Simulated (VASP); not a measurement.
Wanted: the native input for a VASP 6.6.1 run.

| Item | Value |
| --- | --- |
| Task | single point |
| Functional | PBEsol |
| Potentials or basis | VASP PAW PBE potentials, release 64 (Sn_d) |
| Cutoff | 520 eV |
| k mesh | 18 × 18 × 18 |
| Occupations | gaussian, width 0.15 eV |
| Spin | no spin polarisation |
| Dipole correction | no |
| Further INCAR settings | ALGO = Fast; EDIFF = 1e-06; NBANDS = 13 |

The structure of Sn lies in POSCAR:

```
Sn
1.0
   -1.9135983374      1.9135983374      1.8946518192
    1.9135983374     -1.9135983374      1.8946518192
    1.8757053010      1.8757053010     -1.8946518192
Sn
1
Direct
    0.0000000000      0.0000000000      0.0000000000
```

This cell differs from its parent crystal: strain -0.0200 x Voigt [0, 0, 0, 0, 0, 1].

The input as run:

INCAR

```
SYSTEM = Sn
PREC = Accurate
ENCUT = 520
EDIFF = 1E-6
ISMEAR = 0
SIGMA = 0.15
LREAL = .False.
LASPH = .True.
NELM = 100
ALGO = Fast
ISIF = 2
LWAVE = .False.
LCHARG = .False.
GGA = PS
NBANDS = 13
```

KPOINTS

```
Automatic mesh
0
Gamma
  18 18 18
  0 0 0
```

Potentials or basis: VASP PAW PBE potentials, release 64 (Sn_d).

Command:

```console
$ cat potpaw_PBE.64/Sn_d/POTCAR > POTCAR
$ mpirun -np 1 vasp_std > vasp.out
```

It gave:

| Property | Result |
| --- | --- |
| Pressure | -1.9 GPa |
| Band gap on the k mesh | zero (bands 7 and 8 overlap by 10.23 eV) |

Caveat: the cell differs from its parent crystal (strain -0.0200 x Voigt [0, 0, 0, 0, 0, 1]); the PAW data sets were made with another functional, which shifts forces and pressure a little; spin-orbit coupling is left out, which moves the levels of the heavy elements.

Wall time 4.9 min on 1 thread of Intel(R) Xeon(R) Platinum 8259CL CPU @ 2.50GHz (Skylake/Cascade Lake) (shared host), peak memory 0.38 GiB.
